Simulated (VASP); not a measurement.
# Al in VASP: a series of runs

The runs below take Al through electric field gradients, with PBEsol.

Program: VASP 6.6.1. These are calculated values, not measurements. Logs are shortened: lines on timing, memory, paths and dates and some standing lists are left out, and cuts for length are marked.

## (1) The cell of the first run

The structure is tetragonal, space group I4/mmm (No. 139). The conventional cell has a = 2.862 Å, b = 2.862 Å, c = 4.169 Å, α = 90.00°, β = 90.00°, γ = 90.00°. Within 3.8 Å of Al (site symmetry 4/mmm) lie 12 Al at 2.86 to 2.91 Å.

## (2) Electric field gradients, PBEsol (zz strain of +3 %)

INCAR

```
SYSTEM = Al
PREC = Accurate
ENCUT = 520
EDIFF = 1E-8
ISMEAR = -1
SIGMA = 0.05
LREAL = .False.
LASPH = .True.
NELM = 100
ALGO = Normal
ISIF = 2
LWAVE = .False.
LCHARG = .False.
GGA = PS
LEFG = .True.
NBANDS = 8
```

KPOINTS

```
Automatic mesh
0
Gamma
  14 14 14
  0 0 0
```

POSCAR

```
Al
1.0
    0.0000000000      2.0239800000      2.0846994000
    2.0239800000      0.0000000000      2.0846994000
    2.0239800000      2.0239800000      0.0000000000
Al
1
Direct
    0.0000000000      0.0000000000      0.0000000000
```

Potentials or basis: VASP PAW PBE potentials, release 64 (Al).

Launch:

```console
cat potpaw_PBE.64/Al/POTCAR > POTCAR
mpirun -np 1 vasp_std > vasp.out
```

OUTCAR:

```text
SYSTEM = Al
   PREC = Accurate
   ENCUT = 520
   EDIFF = 1E-8
   ISMEAR = -1
   LREAL = .False.
   LASPH = .True.
   NELM = 100
   ISIF = 2
   GGA = PS

 ion  position               nearest neighbor table
   1  0.000  0.000  0.000-

  LATTYP: Found a body centered tetragonal cell.
 ALAT       =     2.8623399660
 C/A-ratio  =     1.4566399692

  Lattice vectors:

 A1 = (  -2.0239800000,   0.0000000000,   2.0846994000)
 A2 = (   2.0239800000,   0.0000000000,   2.0846994000)
 A3 = (   0.0000000000,   2.0239800000,  -2.0846994000)

Analysis of symmetry for initial positions (statically):
=====================================================================
 Subroutine PRICEL returns:
 Original cell was already a primitive cell.

 Routine SETGRP: Setting up the symmetry group for a
 body centered tetragonal supercell.

 Subroutine GETGRP returns: Found 16 space group operations
 (whereof 16 operations were pure point group operations)
 out of a pool of 16 trial point group operations.

The static configuration has the point symmetry D_4h.

Analysis of symmetry for dynamics (positions and initial velocities):
=====================================================================
 Subroutine PRICEL returns:
 Original cell was already a primitive cell.

 Routine SETGRP: Setting up the symmetry group for a
 body centered tetragonal supercell.

 Subroutine GETGRP returns: Found 16 space group operations
 (whereof 16 operations were pure point group operations)
 out of a pool of 16 trial point group operations.

The dynamic configuration has the point symmetry D_4h.

 Subroutine INISYM returns: Found 16 space group operations
 (whereof 16 operations are pure point group operations),
 and found     1 'primitive' translations

----------------------------------------------------------------------------------------

                                     Primitive cell

  volume of cell :      17.0799

  direct lattice vectors                    reciprocal lattice vectors
     0.000000000  2.023980000  2.084699400    -0.247038014  0.247038014  0.239842732
     2.023980000  0.000000000  2.084699400     0.247038014 -0.247038014  0.239842732
     2.023980000  2.023980000  0.000000000     0.247038014  0.247038014 -0.239842732

  length of vectors
     2.905592303  2.905592303  2.862339966     0.423768920  0.423768920  0.423768920

  position of ions in fractional coordinates (direct lattice)
     0.000000000  0.000000000  0.000000000

  ion indices of the primitive-cell ions
   primitive index   ion index
                 1           1

----------------------------------------------------------------------------------------

 KPOINTS: Automatic mesh

Automatic generation of k-mesh.
 Grid dimensions read from file:
 generate k-points for:   14   14   14

 Generating k-lattice:

  Cartesian coordinates                     Fractional coordinates (reciprocal lattice)
    -0.017645572  0.017645572  0.017131624     0.071428571 -0.000000000  0.000000000
     0.017645572 -0.017645572  0.017131624    -0.000000000  0.071428571  0.000000000
     0.017645572  0.017645572 -0.017131624     0.000000000  0.000000000  0.071428571

  Length of vectors
     0.030269209  0.030269209  0.030269209

  Shift w.r.t. Gamma in fractional coordinates (k-lattice)
     0.000000000  0.000000000  0.000000000

 Subroutine IBZKPT returns following result:
 ===========================================

 Found    244 irreducible k-points:

 Following reciprocal coordinates:
            Coordinates               Weight
  0.000000  0.000000  0.000000      1.000000
  0.071429  0.000000  0.000000      8.000000
  0.142857  0.000000  0.000000      8.000000
  0.214286  0.000000  0.000000      8.000000
  0.285714 -0.000000  0.000000      8.000000
  0.357143 -0.000000  0.000000      8.000000
[... 16 lines left out ...]
  0.214286  0.142857  0.000000      8.000000
  0.285714  0.142857  0.000000      8.000000
 [... further k-points ...]
   k-points           NKPTS =    244   k-points in BZ     NKDIM =    244   number of bands    NBANDS=      8
   number of dos      NEDOS =    301   number of ions     NIONS =      1
   total plane-waves  NPLWV =  13824
   dimension x,y,z NGX =    24 NGY =   24 NGZ =   24
   dimension x,y,z NGXF=    48 NGYF=   48 NGZF=   48
   ions per type =               1
   NGX,Y,Z   is equivalent  to a cutoff of  13.73, 13.73, 13.94 a.u.
   NGXF,Y,Z  is equivalent  to a cutoff of  27.46, 27.46, 27.88 a.u.
 SYSTEM =  Al
   PREC   = accura    normal or accurate (medium, high low for compatibility)
   ISTART =      0    job   : 0-new  1-cont  2-samecut
   ICHARG =      2    charge: 1-file 2-atom 10-const
   ISPIN  =      1    spin polarized calculation?
   LNONCOLLINEAR =      F non collinear calculations
   LSORBIT =      F    spin-orbit coupling
   LASPH  =      T    aspherical Exc in radial PAW
   ENCUT  =  520.0 eV  38.22 Ry    6.18 a.u.   5.40  5.40  5.32*2*pi/ulx,y,z
   NELM   =    100;   NELMIN=  2; NELMDL= -5     # of ELM steps
   EDIFF  = 0.1E-07   stopping-criterion for ELM
   LREAL  =      F    real-space projection
   EDIFFG = 0.1E-06   stopping-criterion for IOM
   NSW    =      0    number of steps for IOM
   IBRION =     -1    ionic relax: 0-MD 1-quasi-New 2-CG
   NFREE  =      0    steps in history (QN), initial steepest desc. (CG)
   ISIF   =      2    stress and relaxation
   ISYM   =      2    0-nonsym 1-usesym 2-fastsym
   POTIM  = 0.5000    time-step for ionic-motion
   TEBEG  =    0.0;   TEEND  =   0.0 temperature during run
   PSTRESS=    0.0 pullay stress
   NELECT =       3.0000    total number of electrons
   NUPDOWN=      -1.0000    fix difference up-down
   EMIN   =  10.00;   EMAX   =-10.00  energy-range for DOS
[... 5 lines left out ...]
     AMIX     =   0.40;   BMIX     =  1.00
     AMIX_MAG =   1.60;   BMIX_MAG =  1.00
  volume/ion in A,a.u.               =      17.08       115.26
  Fermi-wavevector in a.u.,A,eV,Ry     =   0.916825  1.732549 11.436632  0.840569
  Thomas-Fermi vector in A             =   2.041725
   LORBIT       =      0    0 simple, 1 ext, 2 COOP (PROOUT), +10 PAW based schemes
   GGA     = PS    functional components
   LHFCALC =     F    Hartree Fock is set to
   AEXX    =    0.0000 exact exchange contribution
   IVDW    =     0    specifies the selected vdW correction
   LEPSILON=     F    determine dielectric tensor
   LRPA    =     F    only Hartree local field effects (RPA)
 non-spin polarized calculation
  energy-cutoff  :      520.00
  volume of cell :       17.08
 maximum number of plane-waves:       475
 NGX is ok and might be reduce to    24
   NGX = 11   NGY = 11   NGZ = 11

 number of electron       3.0000000 magnetization

 Free energy of the ion-electron system (eV)
  ---------------------------------------------------
  ext. energy  EPLUGINS =         0.00000000
  ---------------------------------------------------
  free energy    TOTEN  =        -4.07413775 eV

  energy without entropy =       -4.07012981  energy(sigma->0) =       -4.07213378

 E-fermi :   7.5746     XC(G=0): -10.1319

 val. band max:        7.5579382726   @ k =  -0.4286   0.3571   0.0000
 cond. band min:       7.5825110699   @ k =   0.4286   0.4286   0.0000
 fundamental gap:      0.0245727972
 Fermi energy:         7.5745816019

 k-point     1 :       0.0000    0.0000    0.0000
  band No.  band energies     occupation
      1      -3.2988      2.00000
      2      19.7999      0.00000
      3      20.1181      0.00000
      4      20.1181      0.00000
      5      21.2128      0.00000
      6      21.2128      0.00000
      7      21.2944      0.00000
      8      23.8420      0.00000

 k-point     2 :       0.0714    0.0000    0.0000
  band No.  band energies     occupation
      1      -3.1632      2.00000
      2      17.8561      0.00000
      3      19.4084      0.00000
      4      19.6186      0.00000
      5      21.9170      0.00000
      6      21.9248      0.00000
      7      22.0051      0.00000
      8      25.1709      0.00000

 k-point     3 :       0.1429    0.0000    0.0000
  band No.  band energies     occupation
      1      -2.7573      2.00000
      2      15.0323      0.00000
      3      18.7229      0.00000
      4      19.0010      0.00000
      5      21.9121      0.00000
      6      22.8800      0.00000
      7      23.0940      0.00000
      8      24.2645      0.00000

 k-point     4 :       0.2143    0.0000    0.0000
  band No.  band energies     occupation
      1      -2.0834      2.00000
      2      12.2800      0.00000
      3      18.2110      0.00000
      4      18.5709      0.00000
      5      21.7093      0.00000
      6      22.0631      0.00000
      7      23.0706      0.00000
      8      25.1561      0.00000

 k-point     5 :       0.2857   -0.0000    0.0000
  band No.  band energies     occupation
      1      -1.1450      2.00000
      2       9.6941      0.00000
      3      17.9114      0.00000
      4      18.3593      0.00000
      5      20.8644      0.00000
      6      21.6025      0.00000
      7      21.8469      0.00000
      8      25.4153      0.00000

 k-point     6 :       0.3571   -0.0000    0.0000
  band No.  band energies     occupation
      1       0.0528      2.00000
      2       7.3088      1.99022
      3      17.8329      0.00000
      4      18.3728      0.00000
      5      19.8253      0.00000
      6      20.7214      0.00000
      7      21.6789      0.00000
      8      24.2591      0.00000

 k-point     7 :       0.4286    0.0000    0.0000
  band No.  band energies     occupation
      1       1.5039      2.00000
      2       5.1421      2.00000
      3      17.9742      0.00000
      4      18.6113      0.00000
      5      19.0036      0.00000
      6      19.8032      0.00000
      7      21.9774      0.00000
      8      23.2806      0.00000
[... 133 lines left out ...]
 k-point    20 :      -0.1429    0.0714    0.0000
  band No.  band energies     occupation
      1      -2.4285      2.00000
      2      14.0992      0.00000
      3      16.3552      0.00000
      4      20.2760      0.00000
      5      22.2046      0.00000
      6      22.6209      0.00000
      7      23.4497      0.00000
      8      23.7592      0.00000

 k-point    21 :      -0.0714    0.0714    0.0000
  band No.  band energies     occupation
      1      -2.9306      2.00000
      2      16.6933      0.00000
      3      17.2509      0.00000
      4      20.4753      0.00000
      5      21.4441      0.00000
      6      22.4845      0.00000
      7      23.1503      0.00000
      8      24.8109      0.00000

 k-point    22 :       0.1429    0.1429    0.0000
  band No.  band energies     occupation
      1      -2.6052      2.00000
      2      17.0760      0.00000
      3      17.0760      0.00000
      4      17.2100      0.00000
      5      19.8052      0.00000
      6      20.3834      0.00000
      7      25.2550      0.00000
      8      25.2550      0.00000

 k-point    23 :       0.2143    0.1429    0.0000
  band No.  band energies     occupation
      1      -2.1251      2.00000
      2      14.5513      0.00000
      3      16.4561      0.00000
      4      17.6312      0.00000
      5      18.4009      0.00000
      6      20.3768      0.00000
      7      25.6819      0.00000
      8      26.2980      0.00000

 k-point    24 :       0.2857    0.1429    0.0000
  band No.  band energies     occupation
      1      -1.3787      2.00000
      2      11.9159      0.00000
      3      16.0671      0.00000
      4      16.9362      0.00000
      5      17.5540      0.00000
      6      21.7780      0.00000
      7      25.5893      0.00000
      8      25.7785      0.00000

 [... further k-points ...]
[... 5 lines left out ...]
  --------------------------------------------------------------------------------------
  -------------------------------------------------------------------------------------
  Total       -0.3993656     -0.3993656     -0.4436199      0.0000000     -0.0000000     -0.0000000
  in kB      -37.4623816    -37.4623816    -41.6136380      0.0000000     -0.0000000     -0.0000000
  external PRESSURE =     -38.8461337 kB  Pullay stress =       0.0000000 kB

 VOLUME and BASIS-vectors are now :
 -----------------------------------------------------------------------------
  energy-cutoff  :      520.00
  volume of cell :       17.08
      direct lattice vectors                 reciprocal lattice vectors
     0.000000000  2.023980000  2.084699400    -0.247038014  0.247038014  0.239842732
     2.023980000  0.000000000  2.084699400     0.247038014 -0.247038014  0.239842732
     2.023980000  2.023980000  0.000000000     0.247038014  0.247038014 -0.239842732

 POSITION                                       TOTAL-FORCE (eV/Angst)
 -----------------------------------------------------------------------------------
      0.00000      0.00000      0.00000        -0.000000      0.000000     -0.000000
 -----------------------------------------------------------------------------------
    total drift:                               -0.000000      0.000000      0.000000

  FREE ENERGIE OF THE ION-ELECTRON SYSTEM (eV)
  ---------------------------------------------------
  free  energy   TOTEN  =        -4.0741377468 eV

  energy  without entropy=       -4.0701298081  energy(sigma->0) =       -4.07213378

 Electric field gradients (V/A^2)
---------------------------------------------------------------------
 ion       V_xx      V_yy      V_zz      V_xy      V_xz      V_yz
---------------------------------------------------------------------
   1      -0.639    -0.639     1.277     0.000    -0.000    -0.000
---------------------------------------------------------------------

 Electric field gradients after diagonalization (V/A^2)
 (convention: |V_zz| > |V_xx| > |V_yy|)
----------------------------------------------------------------------
 ion       V_xx      V_yy      V_zz     asymmetry (V_yy - V_xx)/ V_zz
----------------------------------------------------------------------
   1      -0.639    -0.639     1.277       0.000
----------------------------------------------------------------------

           NMR quadrupolar parameters

 Cq : quadrupolar parameter    Cq=e*Q*V_zz/h
 eta: asymmetry parameters     (V_yy - V_xx)/ V_zz
 Q  : nuclear electric quadrupole moment in mb (millibarn)
----------------------------------------------------------------------
 ion       Cq(MHz)       eta       Q (mb)
----------------------------------------------------------------------
   1       0.003       0.000       1.000
----------------------------------------------------------------------
```

It took 11 s on 1 thread of Intel Xeon 6975P-C, shared host; peak memory 0.15 GiB.

What came out:

- Free energy: -4.0741 eV
- Pressure: -3.9 GPa

Levels at points of the mesh, in eV from the Fermi level:
| k point | band 1 | band 2 | band 3 | band 4 | band 5 |
| --- | --- | --- | --- | --- | --- |
| (0.00, 0.00, 0.00) | -10.87 | 12.23 | 12.54 | 12.54 | 13.64 |
| (0.50, 0.00, 0.00) | -4.44 | -4.31 | 10.66 | 10.95 | 11.41 |
| (0.50, 0.50, 0.00) | -3.08 | -1.98 | 5.49 | 5.80 | 5.80 |
| (0.50, 0.00, 0.50) | -2.68 | -1.38 | 5.16 | 5.18 | 5.38 |

Electric field gradients, principal values (V/Å²):
```csv
atom,least,middle,greatest (by size)
1 Al,-0.639,-0.639,1.277
```

Caveat: the cell differs from its parent crystal (zz strain of +3 %); without QUAD_EFG the Cq values of the log hold for a quadrupole moment of 1 mb, not for the nuclei; the PAW data sets were made with another functional, which shifts forces and pressure a little.

## (3) Electric field gradients, PBEsol (volume scaled by 0.94)

Changes to INCAR since step 2:

```diff
@@ -8,3 +8,3 @@
 LASPH = .True.
-NELM = 100
+NELM = 80
 ALGO = Normal
```

KPOINTS is that of step 2.

POSCAR

```
Al
1.0
    0.0000000000      1.9826626923      1.9826626923
    1.9826626923      0.0000000000      1.9826626923
    1.9826626923      1.9826626923      0.0000000000
Al
1
Direct
    0.0000000000      0.0000000000      0.0000000000
```

Potentials or basis: VASP PAW PBE potentials, release 64 (Al).

Launch:

```console
cat potpaw_PBE.64/Al/POTCAR > POTCAR
mpirun -np 1 vasp_std > vasp.out
```

OUTCAR:

```text
SYSTEM = Al
   PREC = Accurate
   ENCUT = 520
   EDIFF = 1E-8
   ISMEAR = -1
   LREAL = .False.
   LASPH = .True.
   NELM = 80
   ISIF = 2
   GGA = PS

 ion  position               nearest neighbor table
   1  0.000  0.000  0.000-

  LATTYP: Found a face centered cubic cell.
 ALAT       =     3.9653253846

  Lattice vectors:

 A1 = (   0.0000000000,   1.9826626923,   1.9826626923)
 A2 = (   1.9826626923,   0.0000000000,   1.9826626923)
 A3 = (   1.9826626923,   1.9826626923,   0.0000000000)

[... 468 lines left out ...]
    total drift:                               -0.000000      0.000000      0.000000

  FREE ENERGIE OF THE ION-ELECTRON SYSTEM (eV)
  ---------------------------------------------------
  free  energy   TOTEN  =        -4.0815317142 eV

  energy  without entropy=       -4.0777900738  energy(sigma->0) =       -4.07966089

 Electric field gradients (V/A^2)
---------------------------------------------------------------------
 ion       V_xx      V_yy      V_zz      V_xy      V_xz      V_yz
---------------------------------------------------------------------
   1       0.000     0.000    -0.000     0.000     0.000     0.000
---------------------------------------------------------------------

 Electric field gradients after diagonalization (V/A^2)
 (convention: |V_zz| > |V_xx| > |V_yy|)
----------------------------------------------------------------------
 ion       V_xx      V_yy      V_zz     asymmetry (V_yy - V_xx)/ V_zz
----------------------------------------------------------------------
   1      -0.000    -0.000     0.000       0.000
----------------------------------------------------------------------

           NMR quadrupolar parameters

 Cq : quadrupolar parameter    Cq=e*Q*V_zz/h
 eta: asymmetry parameters     (V_yy - V_xx)/ V_zz
 Q  : nuclear electric quadrupole moment in mb (millibarn)
----------------------------------------------------------------------
 ion       Cq(MHz)       eta       Q (mb)
----------------------------------------------------------------------
   1       0.000       0.000       1.000
----------------------------------------------------------------------
```

Wall time 28 s (1 thread of Intel Xeon 8259CL, shared host); peak memory 0.11 GiB.

Results:

| Property | Result |
| --- | --- |
| Free energy | -4.0815 eV |
| Pressure | 3.1 GPa |

Caveat: without QUAD_EFG the Cq values of the log hold for a quadrupole moment of 1 mb, not for the nuclei; the PAW data sets were made with another functional, which shifts forces and pressure a little.

[end of part 1 of 2]
